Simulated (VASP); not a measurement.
Here is a VASP 6.6.1 calculation.

File INCAR:

```
SYSTEM = WSe4
PREC = Accurate ; ENCUT = 520
EDIFF = 1E-7 ; ISMEAR = 0
SIGMA = 0.1 ; LREAL = .False.
LASPH = .True. ; NELM = 150
ALGO = Normal ; ISIF = 2
LWAVE = .False. ; LCHARG = .False.
ISPIN = 2 ; MAGMOM = 2.74 -0.12 -0.12 -0.12 -0.17
LORBIT = 11 ; LMAXMIX = 4
GGA = PE ; NBANDS = 31
```

KPOINTS

```
regular mesh
0
Gamma
  3 3 3
  0 0 0
```

File POSCAR:

```
WSe4
1.0
    2.8241432031      1.6305198385      4.9829474761
   -2.8241432031      1.6305198385      4.9829474761
    0.0000000000     -3.2610396771      4.9829474761
W Se
1 4
Direct
    0.0000000000      0.0000000000      0.0000000000
    0.5000000000      0.5000000000      0.0000000000
    0.0000000000      0.5000000000      0.5000000000
    0.5000000000      0.0000000000      0.5000000000
    0.5000000000      0.5000000000      0.5000000000
```

Potentials or basis: VASP PAW PBE potentials, release 64 (W_sv, Se).

Launch:

```bash
$ cat potpaw_PBE.64/W_sv/POTCAR potpaw_PBE.64/Se/POTCAR > POTCAR
$ mpirun -np 1 vasp_std > vasp.out
```

Task: Estimate the pressure.

Result: 0.2 GPa.

Task: Estimate the net moment.

Result: 2.86 μB per cell.

Task: What does it give for the site moments?

Result: W +2.65; Se -0.11, -0.13 μB.

Stress tensor (GPa, compression positive):
```
0.09 0.00 0.00
0.00 0.09 0.00
0.00 0.00 0.29
```

Caveat: the k points lie up to 0.45 Å⁻¹ apart.
